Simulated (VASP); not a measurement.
AlB3As4, 8 atoms in the cell. It takes space group Pmm2 (No. 25, orthorhombic). The conventional cell has a = 3.516 Å, b = 7.128 Å, c = 5.052 Å, α = 90.00°, β = 90.00°, γ = 90.00°. B (site symmetry m) has 4 As at 2.12 to 2.14 Å within 2.8 Å. Within 2.7 Å of B (site symmetry mm2) lie 4 As at 2.07 to 2.13 Å. Within 2.7 Å of As (site symmetry m) lie 3 B at 2.07 to 2.12 Å and 1 Al at 2.39 Å. As (site symmetry mm2) has 4 B at 2.13 to 2.14 Å within 2.8 Å. As (site symmetry mm2) has 2 B at 2.13 Å and 2 Al at 2.35 Å within 2.8 Å. Within 3.1 Å of Al (site symmetry mm2) lie 4 As at 2.35 to 2.39 Å. 

| Quantity | Value |
| --- | --- |
| Program | VASP 6.6.1 |
| Task | single point |
| Functional | PBE |
| Potentials or basis | VASP PAW PBE potentials, release 64 (B, As, Al) |
| Cutoff | 520 eV |
| k mesh | 8 × 4 × 6 |
| Occupations | fermi-dirac, width 0.02 eV |
| Spin | no spin polarisation |
| Dipole correction | no |
| Further INCAR settings | ALGO = Normal; EDIFF = 1e-07; NBANDS = 26 |

Potentials or basis: VASP PAW PBE potentials, release 64 (B, As, Al).

Command:

```console
$ cat potpaw_PBE.64/B/POTCAR potpaw_PBE.64/As/POTCAR potpaw_PBE.64/Al/POTCAR > POTCAR
$ mpirun -np 1 vasp_std > vasp.out
```

Hardware: 1 thread of Intel(R) Xeon(R) Platinum 8259CL CPU @ 2.50GHz (Skylake/Cascade Lake) (shared host).

Task: Estimate the wall time of this run.

Result: Wall time 3.1 min on 1 thread of Intel(R) Xeon(R) Platinum 8259CL CPU @ 2.50GHz (Skylake/Cascade Lake), with other jobs on the host, peak memory 0.34 GiB. Counts: scf iterations 15, k points 60.
